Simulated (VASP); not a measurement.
Set up this calculation in VASP 6.6.1, as the native input.

| Item | Value |
| --- | --- |
| Task | single point |
| Functional | PBEsol |
| Potentials or basis | VASP PAW PBE potentials, release 64 (Mg, O) |
| Cutoff | 520 eV |
| k mesh | 9 × 9 × 6 |
| Occupations | gaussian, width 0.05 eV |
| Spin | no spin polarisation |
| Dipole correction | no |
| Further INCAR settings | ALGO = Normal; EDIFF = 1e-06; NBANDS = 16 |

The structure of MgO lies in POSCAR:

```
MgO
1.0
    3.4131635912      0.0000000000      0.0000000000
   -1.7065817956      2.9558863772      0.0000000000
    0.0000000000      0.0000000000      4.3906063377
Mg O
2 2
Direct
    0.6787596180      0.3575192359      0.7500000000
    0.3212403820      0.6424807641      0.2500000000
    0.6577627629      0.3155255259      0.2500000000
    0.3422372371      0.6844744741      0.7500000000
```

This cell differs from its parent crystal: mode 5 frozen in at +0.073 Å, strain +e along z and -e/2 along x and y +0.0467.

One way to write it, as run:

INCAR

```
PREC = Accurate
ENCUT = 520
EDIFF = 1E-6
ISMEAR = 0
SIGMA = 0.05
LREAL = False
LASPH = True
NELM = 80
ALGO = Normal
ISIF = 2
LWAVE = False
LCHARG = False
GGA = PS
NBANDS = 16
```

KPOINTS

```
regular mesh
0
Gamma
  9 9 6
```

Potentials or basis: VASP PAW PBE potentials, release 64 (Mg, O).

Run with:

```sh
$ cat potpaw_PBE.64/Mg/POTCAR potpaw_PBE.64/O/POTCAR > POTCAR
$ mpirun -np 1 vasp_std > vasp.out
```

Results of the run:

- Pressure: 0.7 GPa
- Largest force: 0.503 eV/Å
- Band gap on the k mesh: 3.17 eV, direct

Caveat: the cell differs from its parent crystal (mode 5 frozen in at +0.073 Å, strain +e along z and -e/2 along x and y +0.0467); the PAW data sets were made with another functional, which shifts forces and pressure a little.

Run time: 37 s on 1 thread of Intel(R) Xeon(R) Platinum 8488C (Sapphire Rapids), with other jobs on the host, peak memory 0.21 GiB.
